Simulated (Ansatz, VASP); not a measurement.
## One calculation of AlO4, two programs

```xyz
5
Lattice="4.0777 0.0000 0.0000 -2.0389 3.5314 0.0000 0.0000 0.0000 4.0155" Properties=species:S:1:pos:R:3 pbc="T T T"
Al    0.0000    0.0000    2.1059
O     2.0389    0.0000    2.2630
O    -1.0194    1.7657    2.2630
O     1.0194    1.7657    2.2630
O     0.0000    0.0000    0.2029
```

Alike in both runs: task single point; functional PBE; k mesh 6 × 6 × 4; occupations gaussian, width 0.1 eV; collinear spin.

```csv
,VASP,Ansatz
version,VASP 6.6.1,Ansatz 0.2.0
potentials or method,"VASP PAW PBE potentials, release 64 (Al, O), cutoff 520 eV","scalar-relativistic, plane waves, PAW"
valence electrons in the cell,27,27
```

|  | VASP | Ansatz | Ansatz less VASP |
| --- | --- | --- | --- |
| gap on the k mesh at the Fermi level (eV) | none | none | - |
| pressure (GPa) | -8.0 | -7.8 | +0.20 |
| traceless stress, the component that is largest in VASP (GPa) | -7.47 | -7.40 | +0.067 |
| rms of the force components (eV/Å) | 0.189 | 0.184 | -0.0046 |
| net moment per atom (μB) | 0.33 | 0.32 | -0.002 |
| size of the moment on the site where the two differ most (μB) | 0.82 | 0.86 | +0.030 |

Site moments also hang on the region over which each program counts them. Atom by atom the forces differ by 0.005 eV/Å (rms over components). A gap of «none» marks a metal or a gap that the smearing closes. The functional is the same, so the differences come from potentials, cutoffs and numerics.

The k mesh is coarse, so the values compare programs but aren't converged.
